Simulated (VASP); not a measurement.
# Pb (P6_3/mmc) in VASP: further runs

Pb is run at these levels: PBEsol; tasks: single point, relaxation of cell and atoms.

All numbers are computed with VASP 6.6.1; they aren't measurements. Logs are shortened: lines on timing, memory, paths and dates and some standing lists are left out, and cuts for length are marked.

## (1) The cell of the first run

Symmetry: P6_3/mmc, No. 194, hexagonal system. The conventional cell has a = 3.456 Å, b = 3.456 Å, c = 5.777 Å, α = 90.00°, β = 90.00°, γ = 120.00°. Within 4.5 Å of Pb (site symmetry -6m2) lie 12 Pb at 3.46 to 3.51 Å.

This isn't the form of Pb at room conditions, which is fcc.

## (2) Single point, PBEsol

INCAR reads:

```
SYSTEM = Pb
  ALGO = Fast
  EDIFF = 1E-7
  ENCUT = 520
  GGA = PS
  ISIF = 2
  ISMEAR = 0
  LASPH = .True.
  LCHARG = .True.
  LELF = .True.
  LREAL = .False.
  LVHAR = .True.
  LWAVE = .False.
  NBANDS = 21
  NELM = 100
  PREC = Accurate
  SIGMA = 0.1
```

KPOINTS reads:

```
k-points
0
Gamma
  12 12 8
  0 0 0
```

POSCAR reads:

```
Pb
1.0
    3.4560675549      0.0000000000      0.0000000000
   -1.7280337775      2.9930422998      0.0000000000
    0.0000000000      0.0000000000      5.7770343693
Pb
2
Direct
    0.3333333333      0.6666666667      0.2500000000
    0.6666666667      0.3333333333      0.7500000000
```

Potentials or basis: VASP PAW PBE potentials, release 64 (Pb_d).

On the command line:

```console
$ cat potpaw_PBE.64/Pb_d/POTCAR > POTCAR
$ mpirun -np 1 vasp_std > vasp.out
```

OUTCAR:

```text
SYSTEM = Pb
   EDIFF = 1E-7
   ENCUT = 520
   GGA = PS
   ISIF = 2
   ISMEAR = 0
   LASPH = .True.
   LREAL = .False.
   NELM = 100
   PREC = Accurate

 ion  position               nearest neighbor table
   1  0.333  0.667  0.250-   2 3.51   2 3.51   2 3.51   2 3.51   2 3.51   2 3.51
   2  0.667  0.333  0.750-   1 3.51   1 3.51   1 3.51   1 3.51   1 3.51   1 3.51

  LATTYP: Found a hexagonal cell.
 ALAT       =     3.4560675549
 C/A-ratio  =     1.6715629187

  Lattice vectors:

 A1 = (   3.4560675549,   0.0000000000,   0.0000000000)
 A2 = (  -1.7280337775,   2.9930422998,   0.0000000000)
 A3 = (   0.0000000000,   0.0000000000,   5.7770343693)

Analysis of symmetry for initial positions (statically):
=====================================================================
 Subroutine PRICEL returns:
 Original cell was already a primitive cell.

 Routine SETGRP: Setting up the symmetry group for a
 hexagonal supercell.

 Subroutine GETGRP returns: Found 24 space group operations
 (whereof 12 operations were pure point group operations)
 out of a pool of 24 trial point group operations.

The static configuration has the point symmetry D_3d.
 The point group associated with its full space group is D_6h.

Analysis of symmetry for dynamics (positions and initial velocities):
=====================================================================
 Subroutine PRICEL returns:
 Original cell was already a primitive cell.

 Routine SETGRP: Setting up the symmetry group for a
 hexagonal supercell.

 Subroutine GETGRP returns: Found 24 space group operations
 (whereof 12 operations were pure point group operations)
 out of a pool of 24 trial point group operations.

The dynamic configuration has the point symmetry D_3d.
 The point group associated with its full space group is D_6h.

 Subroutine INISYM returns: Found 24 space group operations
 (whereof 12 operations are pure point group operations),
 and found     1 'primitive' translations

----------------------------------------------------------------------------------------

                                     Primitive cell

  volume of cell :      59.7585

  direct lattice vectors                    reciprocal lattice vectors
     3.456067555  0.000000000  0.000000000     0.289346196  0.167054104  0.000000000
    -1.728033778  2.993042300  0.000000000     0.000000000  0.334108208  0.000000000
     0.000000000  0.000000000  5.777034369     0.000000000  0.000000000  0.173099195

  length of vectors
     3.456067555  3.456067555  5.777034369     0.334108208  0.334108208  0.173099195

  position of ions in fractional coordinates (direct lattice)
     0.333333333  0.666666667  0.250000000
     0.666666667  0.333333333  0.750000000
[... 79 lines left out ...]
   EDIFFG = 0.1E-05   stopping-criterion for IOM
   NSW    =      0    number of steps for IOM
   IBRION =     -1    ionic relax: 0-MD 1-quasi-New 2-CG
   NFREE  =      0    steps in history (QN), initial steepest desc. (CG)
   ISIF   =      2    stress and relaxation
   ISYM   =      2    0-nonsym 1-usesym 2-fastsym
   POTIM  = 0.5000    time-step for ionic-motion
   TEBEG  =    0.0;   TEEND  =   0.0 temperature during run
   PSTRESS=    0.0 pullay stress
   NELECT =      28.0000    total number of electrons
   NUPDOWN=      -1.0000    fix difference up-down
   EMIN   =  10.00;   EMAX   =-10.00  energy-range for DOS
   EFERMI =   0.00;   METHOD = LEGACY
   ISMEAR =     0;   SIGMA  =   0.10  broadening in eV -4-tet -1-fermi 0-gaus
   EFERMI_NEDOS =   21; number of points for ismear=-14 and -15
   IALGO  =     68    algorithm
   IMIX   =      4    mixing-type and parameters
     AMIX     =   0.40;   BMIX     =  1.00
     AMIX_MAG =   1.60;   BMIX_MAG =  1.00
  volume/ion in A,a.u.               =      29.88       201.64
  Fermi-wavevector in a.u.,A,eV,Ry     =   1.271533  2.402848 21.997833  1.616795
  Thomas-Fermi vector in A             =   2.404460
   LORBIT       =      0    0 simple, 1 ext, 2 COOP (PROOUT), +10 PAW based schemes
   GGA     = PS    functional components
   LHFCALC =     F    Hartree Fock is set to
   AEXX    =    0.0000 exact exchange contribution
   IVDW    =     0    specifies the selected vdW correction
   LEPSILON=     F    determine dielectric tensor
   LRPA    =     F    only Hartree local field effects (RPA)
 non-spin polarized calculation
 RMM-DIIS sequential band-by-band and
 Gauss-broadening in eV      SIGMA  =   0.10
  energy-cutoff  :      520.00
  volume of cell :       59.76
 maximum number of plane-waves:      1641
 NGX is ok and might be reduce to    28
   NGX = 13   NGY = 13   NGZ = 21

 number of electron      28.0000006 magnetization

 Free energy of the ion-electron system (eV)
  ---------------------------------------------------
  ext. energy  EPLUGINS =         0.00000000
  ---------------------------------------------------
  free energy    TOTEN  =        -7.97304674 eV

  energy without entropy =       -7.96615994  energy(sigma->0) =       -7.96960334

 E-fermi :   7.2089     XC(G=0): -10.4133

 val. band max:        7.1705062736   @ k =   0.4167   0.1667   0.0000
 cond. band min:       7.2342824494   @ k =   0.2500   0.0000   0.0000
 fundamental gap:      0.0637761758
 Fermi energy:         7.2089487874

 k-point     1 :       0.0000    0.0000    0.0000
  band No.  band energies     occupation
      1      -9.7764      2.00000
      2      -9.7546      2.00000
      3      -9.7204      2.00000
      4      -9.7204      2.00000
      5      -9.7000      2.00000
      6      -9.7000      2.00000
[... 565 lines left out ...]
     20      15.5727      0.00000
     21      17.2303      0.00000

 [... further k-points ...]

------------------------ aborting loop because EDIFF is reached ----------------------------------------

  FORCE on cell =-STRESS in cart. coord.  units (eV):
  Direction    XX          YY          ZZ          XY          YZ          ZX
  --------------------------------------------------------------------------------------
  -------------------------------------------------------------------------------------
  Total       -0.0279059     -0.0279059     -0.0110824      0.0000000      0.0000000      0.0000000
  in kB       -0.7481801     -0.7481801     -0.2971277      0.0000000      0.0000000      0.0000000
  external PRESSURE =      -0.5978293 kB  Pullay stress =       0.0000000 kB

 VOLUME and BASIS-vectors are now :
 -----------------------------------------------------------------------------
  energy-cutoff  :      520.00
  volume of cell :       59.76
      direct lattice vectors                 reciprocal lattice vectors
     3.456067555  0.000000000  0.000000000     0.289346196  0.167054104  0.000000000
    -1.728033778  2.993042300  0.000000000     0.000000000  0.334108208  0.000000000
     0.000000000  0.000000000  5.777034369     0.000000000  0.000000000  0.173099195

 POSITION                                       TOTAL-FORCE (eV/Angst)
 -----------------------------------------------------------------------------------
     -0.00000      1.99536      1.44426         0.000000     -0.000000      0.000000
      1.72803      0.99768      4.33278        -0.000000      0.000000      0.000000
 -----------------------------------------------------------------------------------
    total drift:                               -0.000000      0.000000      0.000000

  FREE ENERGIE OF THE ION-ELECTRON SYSTEM (eV)
  ---------------------------------------------------
  free  energy   TOTEN  =        -7.9730467366 eV

  energy  without entropy=       -7.9661599438  energy(sigma->0) =       -7.96960334
```

OSZICAR:

```text
N       E                     dE             d eps       ncg     rms          rms(c)
DAV:   1     0.295011789051E+03    0.29501E+03   -0.14347E+04  3990   0.164E+03
DAV:   2     0.129658226393E+02   -0.28205E+03   -0.27565E+03  4015   0.407E+02
DAV:   3    -0.734583301311E+01   -0.20312E+02   -0.20103E+02  4809   0.135E+02
DAV:   4    -0.797693010998E+01   -0.63110E+00   -0.63079E+00  4809   0.271E+01
DAV:   5    -0.800876500311E+01   -0.31835E-01   -0.31834E-01  5391   0.557E+00    0.841E-01
RMM:   6    -0.797989138272E+01    0.28874E-01   -0.43206E-02  4508   0.252E+00    0.407E-01
RMM:   7    -0.797273937199E+01    0.71520E-02   -0.25718E-02  4537   0.155E+00    0.131E-01
RMM:   8    -0.797280773011E+01   -0.68358E-04   -0.66935E-03  5605   0.107E+00    0.230E-02
RMM:   9    -0.797302108216E+01   -0.21335E-03   -0.23463E-03  6028   0.389E-01    0.224E-02
RMM:  10    -0.797304352518E+01   -0.22443E-04   -0.42367E-04  4808   0.300E-01    0.191E-02
RMM:  11    -0.797303614673E+01    0.73785E-05   -0.17549E-04  5326   0.168E-01    0.467E-03
RMM:  12    -0.797304603604E+01   -0.98893E-05   -0.10158E-04  5919   0.851E-02    0.488E-03
RMM:  13    -0.797304683004E+01   -0.79400E-06   -0.10286E-05  5208   0.348E-02    0.275E-03
RMM:  14    -0.797304681901E+01    0.11028E-07   -0.26216E-06  5674   0.132E-02    0.207E-03
RMM:  15    -0.797304673664E+01    0.82370E-07   -0.31319E-07  2966   0.566E-03
   1 F= -.79730467E+01 E0= -.79696033E+01  d E =-.688679E-02
```

stdout:

```text
POSCAR found type information on POSCAR Pb
 POSCAR found :  1 types and       2 ions
 scaLAPACK will be used
 -----------------------------------------------------------------------------
|                                                                             |
|                                                                             |
|     You enforced a specific xc type in the INCAR file but a different       |
|     I HOPE YOU KNOW WHAT YOU ARE DOING!                                     |
|                                                                             |
 -----------------------------------------------------------------------------

 LDA part: xc-table for (Slater+PW92), standard interpolation
 POSCAR, INCAR and KPOINTS ok, starting setup
 FFT: planning ... GRIDC
 FFT: planning ... GRID_SOFT
 FFT: planning ... GRID
 WAVECAR not read
 entering main loop
```

It took 3.5 min on 1 thread of Oxide Virtual Turin-like, shared host; peak memory 0.22 GiB.

Results:

```
Free energy            : -7.9730 eV
Pressure               : -0.1 GPa
Band gap on the k mesh : zero (bands 14 and 15 overlap by 8.04 eV)
```

Caveat: the PAW data sets were made with another functional, which shifts forces and pressure a little; spin-orbit coupling is left out, which moves the levels of the heavy elements.

## (3) Relaxation of cell and atoms, PBEsol

This run uses another cell than the first one, of 28.62 Å³/atom.

INCAR reads:

```
PREC     = Accurate       # precision mode
ENCUT    = 600            # plane-wave cutoff, eV
EDIFF    = 1E-6           # SCF threshold, eV
ISMEAR   = 0              # smearing method
SIGMA    = 0.1            # smearing width, eV
LREAL    = F              # projectors in reciprocal space
LASPH    = T              # aspherical terms in the spheres
NELM     = 80             # most SCF steps
ALGO     = Fast           # electronic algorithm
ISIF     = 3              # what is computed and relaxed
LWAVE    = F              # write WAVECAR
LCHARG   = F              # write CHGCAR
GGA      = PS             # functional
IBRION   = 2              # ionic algorithm
NSW      = 80             # ionic steps
EDIFFG   = -0.01          # ionic threshold
```

KPOINTS reads:

```
regular mesh
0
Gamma
  12 12 8
```

POSCAR reads:

```
Pb
1.0
    3.4288051523      0.0000000000      0.0000000000
   -1.7144025762      2.9694323665      0.0000000000
    0.0000000000      0.0000000000      5.6228186915
Pb
2
Direct
    0.3333333333      0.6666666667      0.2500000000
    0.6666666667      0.3333333333      0.7500000000
```

Potentials or basis: VASP PAW PBE potentials, release 64 (Pb_d).

On the command line:

```console
$ cat potpaw_PBE.64/Pb_d/POTCAR > POTCAR
$ mpirun -np 1 vasp_std > vasp.out
```

Wall time 11 min (1 thread of Oxide Virtual Turin-like, shared host); peak memory 0.23 GiB.

It converged, with:

```yaml
Free_energy: -7.9728 eV
Relaxed_volume: 29.92 Å³/atom
Relaxed_cell: a = 3.457 Å, b = 3.457 Å, c = 5.783 Å, α = 90.00°, β = 90.00°, γ = 120.00°
Space_group_after_relaxing_to_0.1_Å: P6_3/mmc (No. 194)
Energy_gained_by_relaxing: 9.9 meV/atom
Ionic_steps: 9
Pressure_after_relaxing: -0.1 GPa
Band_gap_on_the_k_mesh: zero (bands 14 and 15 overlap by 8.03 eV)
```

Step by step:
| step | energy change (eV) | largest force (eV/Å) | pressure (GPa) | volume (Å³) |
| --- | --- | --- | --- | --- |
| 1 | 0.0000 | 0.0000 | 2.30 | 57.25 |
| 2 | -0.0168 | 0.0000 | -0.70 | 60.73 |
| 3 | -0.0186 | 0.0000 | -0.01 | 59.85 |
| 4 | -0.0185 | 0.0000 | -0.12 | 59.92 |
| 5 | -0.0194 | 0.0000 | -0.08 | 59.89 |
| 6 | -0.0196 | 0.0000 | -0.08 | 59.87 |
| 7 | -0.0197 | 0.0000 | -0.04 | 59.84 |
| 8 | -0.0198 | 0.0000 | -0.06 | 59.85 |
| 9 | -0.0198 | 0.0000 | -0.05 | 59.84 |

Final structure:
```xyz
2
Lattice="3.4568 0.0000 0.0000 -1.7284 2.9937 0.0000 0.0000 0.0000 5.7828" Properties=species:S:1:pos:R:3 pbc="T T T"
Pb    0.0000    1.9958    1.4457
Pb    1.7284    0.9979    4.3371
```

Levels at points of the mesh, in eV from the Fermi level:
```csv
k point,band 11,band 12,band 13,band 14,band 15,band 16,band 17,band 18
"(0.00, 0.00, 0.00)",-11.81,-8.31,-4.28,5.97,5.97,7.23,7.70,7.70
"(0.50, 0.00, 0.00)",-8.21,-7.05,-3.01,-1.64,-0.46,1.76,2.30,5.69
"(0.00, 0.00, 0.50)",-10.64,-10.64,0.53,0.53,6.78,6.78,6.78,6.78
"(0.50, 0.00, 0.50)",-7.45,-7.45,-3.71,-3.71,3.46,3.46,3.62,3.62
```

Caveat: the PAW data sets were made with another functional, which shifts forces and pressure a little; spin-orbit coupling is left out, which moves the levels of the heavy elements.

The gap in the log of VASP goes by the Fermi energy; the results here count the filled bands.